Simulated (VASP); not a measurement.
A run of VASP 6.6.1:

Contents of INCAR:

```
SYSTEM = Ni3Ge
PREC = Accurate
ENCUT = 520
EDIFF = 1E-6
ISMEAR = 0
SIGMA = 0.15
LREAL = .False.
LASPH = .True.
NELM = 100
ALGO = Fast
ISIF = 2
LWAVE = .False.
LCHARG = .False.
GGA = PS
NBANDS = 30
```

KPOINTS

```
Automatic mesh
0
Gamma
  14 14 14
  0 0 0
```

The input POSCAR:

```
Ni3Ge
1.0
    3.5777879887      0.0000000000      0.0000000000
    0.0000000000      3.5777879887      0.0000000000
    0.0000000000      0.0000000000      3.5777879887
Ni Ge
3 1
Direct
    0.5000000000      0.0000000000      0.5000000000
    0.0000000000      0.5000000000      0.5000000000
    0.5000000000      0.5000000000      0.0000000000
    0.0000000000      0.0000000000      0.0000000000
```

Potentials or basis: VASP PAW PBE potentials, release 64 (Ni, Ge_d).

Command:

```console
$ cat potpaw_PBE.64/Ni/POTCAR potpaw_PBE.64/Ge_d/POTCAR > POTCAR
$ mpirun -np 1 vasp_std > vasp.out
```

Hardware: 1 thread of Intel(R) Xeon(R) 6975P-C (Granite Rapids), on a shared host.

Task: Estimate the wall time of this run.

Result: Wall time 82 s on 1 thread of Intel(R) Xeon(R) 6975P-C (Granite Rapids), with other jobs on the host, peak memory 0.26 GiB. Counts: scf iterations 16, k points 120.
